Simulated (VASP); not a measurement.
The system is YAgC4N4.

```xyz
10
Lattice="6.2308 0.0000 0.0000 0.0000 6.2308 0.0000 0.0000 0.0000 6.2308" Properties=species:S:1:pos:R:3 pbc="T T T"
Y     0.0000    0.0000    0.0000
Ag    3.1154    3.1154    3.1154
C     1.2159    1.2159    1.2159
C     1.2159    5.0149    5.0149
C     5.0149    1.2159    5.0149
C     5.0149    5.0149    1.2159
N     1.8914    1.8914    1.8914
N     1.8914    4.3394    4.3394
N     4.3394    1.8914    4.3394
N     4.3394    4.3394    1.8914
```

| Property | Result |
| --- | --- |
| Program | VASP 6.6.1 |
| Task | relaxation of cell and atoms |
| Functional | PBE |
| Potentials or basis | VASP PAW PBE potentials, release 64 (Y_sv, Ag, C, N) |
| Cutoff | 600 eV |
| k mesh | 4 × 4 × 4 |
| Occupations | gaussian, width 0.1 eV |
| Spin | no spin polarisation |

At the start: pressure 9.5 GPa; volume 24.19 Å³/atom.

**Question.** Where does the relaxation end?

**Answer.** Over 9 steps the energy falls by 215.9 meV/atom and the volume is 29.85 Å³/atom (+23.4 %); space group P-43m (No. 215, to 0.1 Å) before and after.

Step by step:
| step | energy change (eV) | largest force (eV/Å) | pressure (GPa) | volume (Å³) |
| --- | --- | --- | --- | --- |
| 1 | 0.0000 | 3.8692 | 9.47 | 241.89 |
| 2 | 3.9745 | 25.7511 | 17.52 | 295.50 |
| 3 | -0.8430 | 6.3508 | 10.77 | 257.72 |
| 4 | -1.7823 | 3.3879 | 5.23 | 275.98 |
| 5 | -2.0428 | 1.3066 | -2.22 | 314.24 |
| 6 | -2.1555 | 0.2398 | -0.14 | 301.07 |
| 7 | -2.1567 | 0.3569 | 0.10 | 299.70 |
| 8 | -2.1592 | 0.0699 | 0.01 | 298.71 |
| 9 | -2.1593 | 0.0241 | -0.01 | 298.48 |

Final structure:
```
CELL_PARAMETERS angstrom
6.68303 0.00000 0.00000
0.00000 6.68303 0.00000
0.00000 0.00000 6.68303
ATOMIC_POSITIONS crystal
Y 0.00000 0.00000 0.00000
Ag 0.50000 0.50000 0.50000
C 0.20605 0.20605 0.20605
C 0.20605 0.79395 0.79395
C 0.79395 0.20605 0.79395
C 0.79395 0.79395 0.20605
N 0.30721 0.30721 0.30721
N 0.30721 0.69279 0.69279
N 0.69279 0.30721 0.69279
N 0.69279 0.69279 0.30721
```

Caveat: the volume moved by over 15 % at a fixed basis, so the end points are rough.
